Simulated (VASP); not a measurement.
A run of VASP 6.6.1 is set up as follows.

The input INCAR:

```
SYSTEM = Hf2N
PREC = Accurate ; ENCUT = 520
EDIFF = 1E-7 ; ISMEAR = 0
SIGMA = 0.15 ; LREAL = .FALSE.
LASPH = .TRUE. ; NELM = 100
ALGO = Normal ; ISIF = 2
LWAVE = .FALSE. ; LCHARG = .FALSE.
GGA = CA ; NBANDS = 34
```

The input KPOINTS:

```
Automatic mesh
0
G
  8 8 12
  0 0 0
```

File POSCAR:

```
Hf2N
1.0
    5.6198096911      0.0000000000      0.0000000000
    0.0000000000      5.2521585898      0.0000000000
    0.0000000000      0.0000000000      3.2005839592
Hf N
4 2
Direct
    0.3092031779      0.2816036895      0.0000000000
    0.6907968221      0.7183963105      0.0000000000
    0.8092031779      0.2183963105      0.5000000000
    0.1907968221      0.7816036895      0.5000000000
    0.0000000000      0.0000000000      0.0000000000
    0.5000000000      0.5000000000      0.5000000000
```

Potentials or basis: VASP PAW LDA potentials, release 64 (Hf_pv, N).

The run is started by

```bash
$ cat potpaw_LDA.64/Hf_pv/POTCAR potpaw_LDA.64/N/POTCAR > POTCAR
$ mpirun -np 1 vasp_std > vasp.out
```

Task: Predict the largest force.

Result: 0.264 eV/Å.

Task: What does it give for the band gap on the k mesh?

Result: Zero (band 25 reaches 6.64 eV, above the bottom of band 26 at 4.48 eV).

Task: Estimate the pressure.

Result: -13.0 GPa.

Forces on the atoms (eV/Å):
```
Hf   0.258  0.054  0.000
Hf  -0.258 -0.054  0.000
Hf   0.258 -0.054  0.000
Hf  -0.258  0.054  0.000
N    0.000  0.000  0.000
N    0.000  0.000  0.000
```

Caveat: the cell differs from its parent crystal (mode 4 frozen in at +0.102 Å, normal strain along x +0.0700); spin-orbit coupling is left out, which moves the levels of the heavy elements.
